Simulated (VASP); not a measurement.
Runs of VASP 6.6.1 on Si. The structure is that of space group Fd-3m (No. 227), or close to it. The cells are those of the table. 

```tsv
task	level	cell	cutoff (eV)	gap on the mesh (eV)	pressure (GPa)
relaxation of cell and atoms	PBE	relaxed from a = 3.838 Å, angles 60.0°, 2 atoms	600	0.62	0.0
single point	r2SCAN	a = 3.868 Å, angles 60.0°, 2 atoms	520	(a)	-1.6
single point	PBEsol	a = 3.868 Å, angles 60.0°, 2 atoms	520	0.50	-1.7
single point	PBE	a = 3.992 Å, angles 60.0°, 2 atoms	520	0.77	-6.9
single point	PBE	a = 3.829 Å, angles 60.0°, 2 atoms	520	0.57	2.8
single point	PBE	a = 3.838 Å, angles 60.0°, 2 atoms	520	0.58	2.1
single point	PBE	a = 3.706 Å, angles 60.0°, 2 atoms	520	0.38	(b)
single point	PBE	a = 3.868 Å, angles 60.0°, 2 atoms	520	0.62	0.0
```

Alike in all rows: potentials or basis VASP PAW PBE potentials, release 64 (Si); no spin polarisation; k mesh 10 × 10 × 10; smearing gaussian 0.02 eV.

Q: Fill in the values left out.

A: (a) 0.82; (b) 14.8.

Caveats: the PAW data sets were made with another functional, which shifts forces and pressure a little (some runs).

A k mesh can miss the band edges.
